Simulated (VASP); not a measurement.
A run of VASP 6.6.1 is set up as follows.

INCAR

```
ALGO     = Normal         # electronic algorithm
EDIFF    = 1E-7           # SCF threshold, eV
ENCUT    = 520            # plane-wave cutoff, eV
ISIF     = 2              # what is computed and relaxed
ISMEAR   = 1              # smearing method
LASPH    = True           # aspherical terms in the spheres
LCHARG   = False          # write CHGCAR
LDAU     = True           # DFT+U
LDAUJ    = 0 0          
LDAUL    = -1 2           # shell
LDAUPRINT= 1            
LDAUTYPE = 2            
LDAUU    = 0 7            # U, eV
LMAXMIX  = 4              # l up to which the mixer works
LREAL    = False          # projectors in reciprocal space
LWAVE    = False          # write WAVECAR
NBANDS   = 26             # bands
NELM     = 150            # most SCF steps
PREC     = Accurate       # precision mode
SIGMA    = 0.1            # smearing width, eV
```

KPOINTS

```
k-points
0
Gamma
  6 6 8
```

Contents of POSCAR:

```
Pd3I
1.0
   -2.1469490000      2.1469490000      3.8759100000
    2.1469490000     -2.1469490000      3.8759100000
    2.1469490000      2.1469490000     -3.8759100000
I Pd
1 3
Direct
   -0.0042590000     -0.0032520000     -0.0084710000
    0.5020540000      0.5023260000      0.0010920000
    0.2436390000      0.7339870000      0.4839260000
    0.7476760000      0.2541000000      0.5039300000
```

Potentials or basis: VASP PAW LDA potentials, release 64 (I, Pd).

Launch:

```console
$ cat potpaw_LDA.64/I/POTCAR potpaw_LDA.64/Pd/POTCAR > POTCAR
$ mpirun -np 1 vasp_std > vasp.out
```

(1) What does it give for the pressure?

(2) Predict the largest force.

(3) Estimate the band gap on the k mesh.

## Answers

(1) -21.2 GPa.

(2) 0.046 eV/Å.

(3) zero (an odd number of electrons rules out a gap without spin polarisation).

Caveat: the cell stands under tension; spin-orbit coupling is left out, which moves the levels of the heavy elements; U without spin polarisation on a metal has little footing.
